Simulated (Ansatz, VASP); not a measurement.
## In2O3: VASP beside Ansatz

```
In O
1.0
    -5.14428    5.14428    5.14428
     5.14428   -5.14428    5.14428
     5.14428    5.14428   -5.14428
In O
16 24
Cartesian
  5.1443 2.5721 0.3489
  0.0000 2.5721 4.7954
  2.5721 -2.5721 2.5721
  2.5721 2.5721 -2.5721
  0.3489 5.1443 2.5721
  4.7954 0.0000 2.5721
  0.0000 7.7164 0.3489
  5.1443 -2.5721 4.7954
  2.5721 0.3489 5.1443
  0.3489 0.0000 7.7164
  -2.5721 2.5721 2.5721
  2.5721 2.5721 2.5721
  4.7954 5.1443 -2.5721
  2.5721 4.7954 0.0000
  -2.5721 4.7954 5.1443
  7.7164 0.3489 0.0000
  4.0092 1.5900 3.9349
  1.5900 3.9349 4.0092
  3.5542 6.3536 -1.1350
  1.1350 1.5900 6.3536
  3.5542 1.2094 1.1350
  -1.1350 1.5900 1.2094
  1.2094 1.1350 3.5542
  3.9349 6.2793 3.5542
  -1.2094 4.0092 3.5542
  -1.1350 3.5542 6.3536
  6.3536 -1.1350 3.5542
  1.2094 -1.1350 1.5900
  6.2793 1.5900 -1.2094
  6.2793 3.5542 3.9349
  3.5542 -1.2094 4.0092
  3.5542 3.9349 6.2793
  1.5900 6.3536 1.1350
  6.3536 1.1350 1.5900
  4.0092 3.5542 -1.2094
  1.5900 -1.2094 6.2793
  1.5900 1.2094 -1.1350
  -1.2094 6.2793 1.5900
  3.9349 4.0092 1.5900
  1.1350 3.5542 1.2094
```

Alike in both runs: task single point; functional PBE0; k mesh 1 × 1 × 1; no spin polarisation.

|  | VASP | Ansatz |
| --- | --- | --- |
| version | VASP 6.6.1 | Ansatz 0.2.0 |
| potentials or method | VASP PAW PBE potentials, release 64 (In_d, O), cutoff 520 eV | plane-wave PAW DFT |
| occupations | gaussian, width 0.01 eV | fixed |
| valence electrons in the cell | 352 | 352 |

```tsv
	VASP	Ansatz	Ansatz less VASP
gap on the k mesh at the Fermi level (eV)	3.22	3.14	-0.089
pressure (GPa)	-7.4	-7.5	-0.09
rms of the force components (eV/Å)	0.044	0.050	+0.0063
```

Atom by atom the forces differ by 0.006 eV/Å (rms over components). Ansatz's warnings: stress exchange threshold loose, stress scf threshold loose.

The k mesh is coarse, so the values compare programs but aren't converged.
